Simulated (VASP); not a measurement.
Write the native input for VASP 6.6.1 that does the following.

```
Task                   : single point
Functional             : PBEsol
Potentials or basis    : VASP PAW PBE potentials, release 64 (Os_sv_GW)
Cutoff                 : 560 eV
k mesh                 : 6 × 6 × 4
Occupations            : gaussian, width 0.1 eV
Spin                   : no spin polarisation
Dipole correction      : no
Further INCAR settings : ALGO = Normal; EDIFF = 1e-06; NBANDS = 40
```

The structure of Os lies in POSCAR:

```
Os
1.0
    1.9539176024     -4.1265497201      0.0000000000
    1.9539176024      4.1265497201      0.0000000000
    0.0000000000      0.0000000000      3.8882621327
Os
4
Direct
    0.1502828779      0.8497171221     -0.0000084791
    0.6502828779      0.3497171221      0.5000084791
    0.8497171221      0.1502828779      1.0000084791
    0.3497171221      0.6502828779      0.4999915209
```

The input as run:

INCAR

```
SYSTEM = Os
PREC = Accurate
ENCUT = 560
EDIFF = 1E-6
ISMEAR = 0
SIGMA = 0.1
LREAL = .FALSE.
LASPH = .TRUE.
NELM = 120
ALGO = Normal
ISIF = 2
LWAVE = .FALSE.
LCHARG = .FALSE.
GGA = PS
NBANDS = 40
GGA_COMPAT = .FALSE.
```

KPOINTS

```
regular mesh
0
G
  6 6 4
  0 0 0
```

Potentials or basis: VASP PAW PBE potentials, release 64 (Os_sv_GW).

The run is started by

```bash
$ cat potpaw_PBE.64/Os_sv_GW/POTCAR > POTCAR
$ mpirun -np 1 vasp_std > vasp.out
```

Results of the run:

```json
{
 "Pressure": "-1.0 GPa",
 "Largest force": "0.011 eV/Å",
 "Band gap on the k mesh": "zero (bands 32 and 33 overlap by 3.35 eV)"
}
```

Caveat: the k points lie up to 0.40 Å⁻¹ apart, too coarse for converged energies and pressures of a metal; the PAW data sets were made with another functional, which shifts forces and pressure a little; spin-orbit coupling is left out, which moves the levels of the heavy elements.

Run time: 93 s on 1 thread of Intel(R) Xeon(R) Platinum 8259CL CPU @ 2.50GHz (Skylake/Cascade Lake) (shared host), peak memory 0.24 GiB.
